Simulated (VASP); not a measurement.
# AsC16O31 (a cell with a defect) in VASP: electric field gradients with PBE

Aim: the electric field gradients of AsC16O31 (a cell with a defect) with PBE.

Program: VASP 6.6.1. These are calculated values, not measurements. Logs are shortened: lines on timing, memory, paths and dates and some standing lists are left out, and cuts for length are marked.

### 1 The cell of the first run

The cell holds a defect, 48 atoms: a = 9.748 Å, b = 9.748 Å, c = 9.748 Å, α = 121.21°, β = 99.24°, γ = 108.74°.

### 2 Electric field gradients, PBE

INCAR

```
PREC     = Accurate       # precision mode
ENCUT    = 520            # plane-wave cutoff, eV
EDIFF    = 1E-8           # SCF threshold, eV
ISMEAR   = -1             # smearing method
SIGMA    = 0.01           # smearing width, eV
LREAL    = Auto         
LASPH    = True           # aspherical terms in the spheres
NELM     = 100            # most SCF steps
ALGO     = Normal         # electronic algorithm
ISIF     = 2              # what is computed and relaxed
LWAVE    = False          # write WAVECAR
LCHARG   = False          # write CHGCAR
GGA      = PE             # functional
LEFG     = True         
NELECT   = 256.0        
NBANDS   = 158            # bands
LUSENCCL = False
```

KPOINTS

```
regular mesh
0
Gamma
  2 3 3
```

POSCAR

```
AsC16O31
1.0
   -4.7845453300      6.3155396400      5.6788908400
    4.7845453300     -6.3155396400      5.6788908400
    4.7845453300      6.3155396400     -5.6788908400
C As O
16 1 31
Direct
    0.8014992600      0.6250000000      0.6764992600
    0.3014992600      0.1250000000      0.6764992600
    0.3014992600      0.6250000000      0.1764992600
    0.8014992600      0.1250000000      0.1764992600
    0.5514992600      0.3750000000      0.1764992600
    0.0514992600      0.8750000000      0.1764992600
    0.0514992600      0.3750000000      0.6764992600
    0.5514992600      0.8750000000      0.6764992600
    0.4485007400      0.1250000000      0.3235007400
    0.9485007400      0.6250000000      0.3235007400
    0.9485007400      0.1250000000      0.8235007400
    0.4485007400      0.6250000000      0.8235007400
    0.1985007400      0.3750000000      0.3235007400
    0.6985007400      0.8750000000      0.3235007400
    0.6985007400      0.3750000000      0.8235007400
    0.1985007400      0.8750000000      0.8235007400
    0.1399557400      0.4172770700      0.4236497900
    0.6399557400      0.9172770700      0.4236497900
    0.6399557400      0.4172770700      0.9236497900
    0.1399557400      0.9172770700      0.9236497900
    0.2563727200      0.3327229300      0.2226786700
    0.7563727200      0.8327229300      0.2226786700
    0.7563727200      0.3327229300      0.7226786700
    0.2563727200      0.8327229300      0.7226786700
    0.3899557400      0.4663059500      0.7226786700
    0.8899557400      0.9663059500      0.7226786700
    0.8899557400      0.4663059500      0.2226786700
    0.3899557400      0.9663059500      0.2226786700
    0.6100442600      0.5336940500      0.2773213300
    0.1100442600      0.0336940500      0.2773213300
    0.1100442600      0.5336940500      0.7773213300
    0.6100442600      0.0336940500      0.7773213300
    0.5063727200      0.2836940500      0.4236497900
    0.0063727200      0.7836940500      0.4236497900
    0.0063727200      0.2836940500      0.9236497900
    0.5063727200      0.7836940500      0.9236497900
    0.4936272800      0.7163059500      0.5763502100
    0.9936272800      0.2163059500      0.5763502100
    0.9936272800      0.7163059500      0.0763502100
    0.4936272800      0.2163059500      0.0763502100
    0.7436272800      0.6672770700      0.7773213300
    0.2436272800      0.1672770700      0.7773213300
    0.2436272800      0.6672770700      0.2773213300
    0.7436272800      0.1672770700      0.2773213300
    0.8600442600      0.5827229300      0.5763502100
    0.3600442600      0.0827229300      0.5763502100
    0.3600442600      0.5827229300      0.0763502100
    0.8600442600      0.0827229300      0.0763502100
```

Potentials or basis: VASP PAW PBE potentials, release 64 (C, As, O).

Command:

```bash
> cat potpaw_PBE.64/C/POTCAR potpaw_PBE.64/As/POTCAR potpaw_PBE.64/O/POTCAR > POTCAR
> mpirun -np 1 vasp_std > vasp.out
```

OUTCAR:

```text
PREC = Accurate
   ENCUT = 520
   EDIFF = 1E-8
   ISMEAR = -1
   LREAL = Auto
   LASPH = True
   NELM = 100
   ISIF = 2
   GGA = PE
   NELECT = 256.0

 ion  position               nearest neighbor table
   1  0.801  0.625  0.676-  41 1.17  45 1.17
   2  0.301  0.125  0.676-  42 1.17  46 1.17
   3  0.301  0.625  0.176-  43 1.17  47 1.17
   4  0.801  0.125  0.176-  44 1.17  48 1.17
   5  0.551  0.375  0.176-  29 1.17  40 1.17
   6  0.051  0.875  0.176-  30 1.17  39 1.17
[... 9 lines left out ...]
  16  0.199  0.875  0.824-  20 1.17  24 1.17
  17  0.140  0.417  0.424-  13 1.17  21 2.33
[... 29 lines left out ...]
  47  0.360  0.583  0.076-   3 1.17
  48  0.860  0.083  0.076-   4 1.17

 -----------------------------------------------------------------------------
|                                                                             |
|           W    W    AA    RRRRR   N    N  II  N    N   GGGG   !!!           |
|           W    W   A  A   R    R  NN   N  II  NN   N  G    G  !!!           |
|           W    W  A    A  R    R  N N  N  II  N N  N  G       !!!           |
|           W WW W  AAAAAA  RRRRR   N  N N  II  N  N N  G  GGG   !            |
|           WW  WW  A    A  R   R   N   NN  II  N   NN  G    G                |
|           W    W  A    A  R    R  N    N  II  N    N   GGGG   !!!           |
|                                                                             |
|     The distance between some ions is very small. Please check the          |
|     nearest-neighbor list in the OUTCAR file.                               |
|     I HOPE YOU KNOW WHAT YOU ARE DOING!                                     |
|                                                                             |
 -----------------------------------------------------------------------------

  LATTYP: Found a body centered orthorhombic cell.
 ALAT       =     9.5690906600
 B/A-ratio  =     1.1869238242
 C/A-ratio  =     1.3199874187

  Lattice vectors:

 A1 = (   4.7845453300,  -6.3155396400,  -5.6788908400)
 A2 = (  -4.7845453300,  -6.3155396400,   5.6788908400)
 A3 = (  -4.7845453300,   6.3155396400,  -5.6788908400)

Analysis of symmetry for initial positions (statically):
=====================================================================
 Subroutine PRICEL returns:
 Original cell was already a primitive cell.

 Routine SETGRP: Setting up the symmetry group for a
 body centered orthorhombic supercell.

 Subroutine GETGRP returns: Found  1 space group operations
 (whereof  1 operations were pure point group operations)
 out of a pool of  8 trial point group operations.

The static configuration has the point symmetry C_1 .

Analysis of symmetry for dynamics (positions and initial velocities):
=====================================================================
 Subroutine PRICEL returns:
 Original cell was already a primitive cell.

 Routine SETGRP: Setting up the symmetry group for a
 body centered orthorhombic supercell.

 Subroutine GETGRP returns: Found  1 space group operations
 (whereof  1 operations were pure point group operations)
 out of a pool of  8 trial point group operations.

The dynamic configuration has the point symmetry C_1 .

 Subroutine INISYM returns: Found  1 space group operations
 (whereof  1 operations are pure point group operations),
 and found     1 'primitive' translations

----------------------------------------------------------------------------------------

                                     Primitive cell

  volume of cell :     686.3959

  direct lattice vectors                    reciprocal lattice vectors
    -4.784545330  6.315539640  5.678890840     0.000000000  0.079169798  0.088045362
     4.784545330 -6.315539640  5.678890840     0.104503138  0.000000000  0.088045362
     4.784545330  6.315539640 -5.678890840     0.104503138  0.079169798  0.000000000

[... 196 lines left out ...]
   EFERMI =   0.00;   METHOD = LEGACY
   ISMEAR =    -1;   SIGMA  =   0.01  broadening in eV -4-tet -1-fermi 0-gaus
   EFERMI_NEDOS =   21; number of points for ismear=-14 and -15
   IALGO  =     38    algorithm
   IMIX   =      4    mixing-type and parameters
     AMIX     =   0.40;   BMIX     =  1.00
     AMIX_MAG =   1.60;   BMIX_MAG =  1.00
  volume/ion in A,a.u.               =      14.30        96.50
  Fermi-wavevector in a.u.,A,eV,Ry     =   1.178410  2.226873 18.893748  1.388651
  Thomas-Fermi vector in A             =   2.314740
   LORBIT       =      0    0 simple, 1 ext, 2 COOP (PROOUT), +10 PAW based schemes
   GGA     = PE    functional components
   LHFCALC =     F    Hartree Fock is set to
   AEXX    =    0.0000 exact exchange contribution
   IVDW    =     0    specifies the selected vdW correction
   LEPSILON=     F    determine dielectric tensor
   LRPA    =     F    only Hartree local field effects (RPA)
 non-spin polarized calculation
  energy-cutoff  :      520.00
  volume of cell :      686.40
 maximum number of plane-waves:     18528
 NGX is ok and might be reduce to    80
   NGX = 37   NGY = 37   NGZ = 37

 number of electron     255.9999995 magnetization

 Free energy of the ion-electron system (eV)
  ---------------------------------------------------
  ext. energy  EPLUGINS =         0.00000000
  ---------------------------------------------------
  free energy    TOTEN  =      -344.40794948 eV

  energy without entropy =     -344.40794948  energy(sigma->0) =     -344.40794948

 E-fermi :   1.6371     XC(G=0):  -8.1226

 val. band max:        1.4029175665   @ k =   0.0000   0.0000   0.0000
 cond. band min:       3.4456640942   @ k =   0.0000   0.0000   0.0000
 fundamental gap:      2.0427465278
 Fermi energy:         1.6371117152

 k-point     1 :       0.0000    0.0000    0.0000
  band No.  band energies     occupation
      1     -24.3500      2.00000
      2     -24.2454      2.00000
      3     -24.1928      2.00000
      4     -24.1570      2.00000
      5     -24.0349      2.00000
      6     -24.0171      2.00000
[... 1419 lines left out ...]
    139       4.5715      0.00000
    140       4.6108      0.00000
 [bands above 140 left out]

------------------------ aborting loop because EDIFF is reached ----------------------------------------

  FORCE on cell =-STRESS in cart. coord.  units (eV):
  Direction    XX          YY          ZZ          XY          YZ          ZX
  --------------------------------------------------------------------------------------
  -------------------------------------------------------------------------------------
  Total      109.6718896     14.4644742     60.3735342      0.4774212      0.2212638    -51.4818189
  in kB      255.9948672     33.7628098    140.9232112      1.1143910      0.5164715   -120.1682715
  external PRESSURE =     143.5602961 kB  Pullay stress =       0.0000000 kB

 VOLUME and BASIS-vectors are now :
 -----------------------------------------------------------------------------
  energy-cutoff  :      520.00
  volume of cell :      686.40
      direct lattice vectors                 reciprocal lattice vectors
    -4.784545330  6.315539640  5.678890840     0.000000000  0.079169798  0.088045362
     4.784545330 -6.315539640  5.678890840     0.104503138  0.000000000  0.088045362
     4.784545330  6.315539640 -5.678890840     0.104503138  0.079169798  0.000000000

 POSITION                                       TOTAL-FORCE (eV/Angst)
 -----------------------------------------------------------------------------------
      2.39227      5.38715      4.25917        -0.121305     -0.051179      0.110097
      2.39227      5.38715     -1.41972         0.108341     -0.048642     -0.097123
      2.39227     -0.92839      4.25917         0.161662      0.282688     -0.608046
     -2.39227      5.38715      4.25917        -0.073980      0.352858      0.616536
      0.00000      2.22938      4.25917         0.225526     -0.193085     -0.376899
      4.78455     -4.08616      4.25917         0.406154      0.018331      0.329930
[... 40 lines left out ...]
      1.43072     -0.92414      4.92029        -0.813437     -0.048588      0.664184
     -3.35383      5.39140      4.92029        -0.925143     -0.405630     -0.019324
 -----------------------------------------------------------------------------------
    total drift:                                0.001358      0.001462     -0.003647

  FREE ENERGIE OF THE ION-ELECTRON SYSTEM (eV)
  ---------------------------------------------------
  free  energy   TOTEN  =      -344.4079494770 eV

  energy  without entropy=     -344.4079494770  energy(sigma->0) =     -344.40794948

 Electric field gradients (V/A^2)
---------------------------------------------------------------------
 ion       V_xx      V_yy      V_zz      V_xy      V_xz      V_yz
---------------------------------------------------------------------
   1     -25.329    24.866     0.462    -0.214    34.993     0.120
   2     -25.392    24.933     0.459     0.145    34.990    -0.008
   3     -25.781    25.099     0.682     0.724    34.697     0.513
   4     -25.901    25.257     0.644    -0.287    35.212    -0.083
   5     -25.651    25.259     0.392     0.136   -35.150    -0.174
   6     -25.341    24.851     0.490    -0.460   -34.738    -0.380
[... 40 lines left out ...]
  47      36.849   -33.354    -3.495     0.389   -49.697     4.633
  48      29.118   -31.039     1.921    -7.043   -49.604    -2.618
---------------------------------------------------------------------

 Electric field gradients after diagonalization (V/A^2)
 (convention: |V_zz| > |V_xx| > |V_yy|)
----------------------------------------------------------------------
 ion       V_xx      V_yy      V_zz     asymmetry (V_yy - V_xx)/ V_zz
----------------------------------------------------------------------
   1      24.888    24.840   -49.727       0.001
   2      24.974    24.793   -49.768       0.004
   3      25.715    23.970   -49.685       0.035
   4      25.394    24.865   -50.259       0.011
   5      25.356    24.758   -50.114       0.012
   6      24.866    24.626   -49.492       0.005
[... 40 lines left out ...]
  47     -39.613   -30.749    70.362       0.126
  48     -40.330   -26.788    67.118       0.202
----------------------------------------------------------------------

           NMR quadrupolar parameters

 Cq : quadrupolar parameter    Cq=e*Q*V_zz/h
 eta: asymmetry parameters     (V_yy - V_xx)/ V_zz
 Q  : nuclear electric quadrupole moment in mb (millibarn)
----------------------------------------------------------------------
 ion       Cq(MHz)       eta       Q (mb)
----------------------------------------------------------------------
   1      -0.120       0.001       1.000
   2      -0.120       0.004       1.000
   3      -0.120       0.035       1.000
   4      -0.122       0.011       1.000
   5      -0.121       0.012       1.000
   6      -0.120       0.005       1.000
[... 40 lines left out ...]
  47       0.170       0.126       1.000
  48       0.162       0.202       1.000
----------------------------------------------------------------------
```

It took 1.7 min on 1 × NVIDIA H100 80GB with 1 thread of AMD EPYC 7R13 (Zen 3), shared host; peak memory 2.1 GiB.

What came out:

- Free energy: -344.4079 eV
- Largest force: 88.721 eV/Å
- Largest electric field gradient by atom: C -49.7, -49.8, -50.3, -50.1, -49.5, -50.8, -49.2, -49.6, +13.3, -49.0 (each value once); As -720.5; O +68.0, +67.8, +66.9, +64.6, +67.4, +67.2, +67.6, +69.0, +68.5, +63.2, +68.7, +69.8, +68.4, +67.1, +62.9, +69.5, +68.3, +66.6, +66.5, +69.2, +66.3, +70.4 (each value once) V/Å²

Forces in eV/Å, atoms in the order of the input:
```
C    -0.121  -0.051   0.110
C     0.108  -0.049  -0.097
C     0.162   0.283  -0.608
C    -0.074   0.353   0.617
C     0.226  -0.193  -0.377
C     0.406   0.018   0.330
C    -0.239  -0.333   0.587
C    -0.517   0.026  -0.295
C     0.279  -0.135   0.199
C    -0.370   0.106  -0.212
C     0.392   0.167   0.221
C    -0.267  -0.053  -0.199
C   -67.031   0.310  46.087
C    -0.001   0.004   0.019
C    -0.019   0.031   0.016
C     0.052   0.042   0.058
As   73.239  -0.393 -50.073
O     0.629  -0.006  -0.375
O     0.632  -0.015  -0.397
O     0.602  -0.017  -0.549
O    -6.497  -0.056   4.596
O    -0.626   0.000   0.359
O    -0.609  -0.021   0.373
O    -0.465  -0.012   0.583
O    -0.501   0.301  -0.326
O    -0.785  -0.018  -0.494
O    -0.450  -0.318  -0.300
O    -0.730  -0.003  -0.477
O     0.575   0.073   0.553
O     0.321   0.142   0.162
O     1.105   0.304   0.012
O     0.976  -0.043   0.610
O     0.498   0.121   0.321
O     0.799   0.005   0.510
O     0.454  -0.121   0.283
O     0.748  -0.035   0.486
O    -0.408   0.106  -0.102
O    -0.583   0.270  -0.978
O    -0.919  -0.047  -0.629
O    -0.690   0.057  -0.277
O     0.702   0.043  -0.476
O     0.556  -0.002  -0.347
O     0.617  -0.181  -0.097
O     0.771  -0.202  -0.841
O    -0.528  -0.036   0.336
O    -0.680   0.033   0.457
O    -0.813  -0.049   0.664
O    -0.925  -0.406  -0.019
```

Electric field gradients, principal values (V/Å²):
| atom | least | middle | greatest (by size) |
| --- | --- | --- | --- |
| 1 C | 24.840 | 24.888 | -49.727 |
| 2 C | 24.793 | 24.974 | -49.768 |
| 3 C | 23.970 | 25.715 | -49.685 |
| 4 C | 24.865 | 25.394 | -50.259 |
| 5 C | 24.758 | 25.356 | -50.114 |
| 6 C | 24.626 | 24.866 | -49.492 |
| 7 C | 25.231 | 25.579 | -50.810 |
| 8 C | 23.716 | 25.516 | -49.232 |
| 9 C | 24.696 | 25.023 | -49.719 |
| 10 C | 24.458 | 25.227 | -49.685 |
| 11 C | 24.712 | 25.033 | -49.745 |
| 12 C | 24.395 | 25.221 | -49.615 |
| 13 C | -5.612 | -7.710 | 13.321 |
| 14 C | 24.757 | 25.060 | -49.816 |
| 15 C | 24.856 | 24.928 | -49.784 |
| 16 C | 23.197 | 25.842 | -49.039 |
| 17 As | 358.616 | 361.912 | -720.528 |
| 18 O | -32.359 | -35.658 | 68.017 |
| 19 O | -32.845 | -34.935 | 67.781 |
| 20 O | -30.481 | -36.425 | 66.906 |
| 21 O | -30.422 | -34.185 | 64.607 |
| 22 O | -32.350 | -35.637 | 67.987 |
| 23 O | -32.640 | -34.798 | 67.438 |
| 24 O | -31.432 | -35.754 | 67.186 |
| 25 O | -33.373 | -34.223 | 67.595 |
| 26 O | -33.953 | -35.059 | 69.012 |
| 27 O | -32.586 | -34.576 | 67.162 |
| 28 O | -33.367 | -35.132 | 68.499 |
| 29 O | -30.380 | -38.607 | 68.988 |
| 30 O | -30.154 | -33.085 | 63.239 |
| 31 O | -26.586 | -42.155 | 68.741 |
| 32 O | -32.954 | -36.850 | 69.804 |
| 33 O | -33.037 | -34.392 | 67.429 |
| 34 O | -33.743 | -34.636 | 68.379 |
| 35 O | -32.385 | -34.745 | 67.131 |
| 36 O | -33.109 | -34.709 | 67.818 |
| 37 O | -30.579 | -32.320 | 62.899 |
| 38 O | -27.734 | -40.776 | 68.511 |
| 39 O | -33.558 | -35.981 | 69.538 |
| 40 O | -30.465 | -37.896 | 68.362 |
| 41 O | -33.182 | -35.152 | 68.334 |
| 42 O | -32.057 | -34.589 | 66.646 |
| 43 O | -29.016 | -37.521 | 66.537 |
| 44 O | -29.472 | -39.715 | 69.187 |
| 45 O | -31.956 | -34.316 | 66.272 |
| 46 O | -33.080 | -35.270 | 68.350 |
| 47 O | -30.749 | -39.613 | 70.362 |
| 48 O | -26.788 | -40.330 | 67.118 |

Caveat: the cell carries a net charge on a neutralising background, which shifts energy and pressure; the cell is charged against a uniform background, so pressure and absolute levels hang on convention; atoms lie so close that the PAW spheres overlap strongly, which falsifies energies and pressures; without QUAD_EFG the Cq values of the log hold for a quadrupole moment of 1 mb, not for the nuclei.
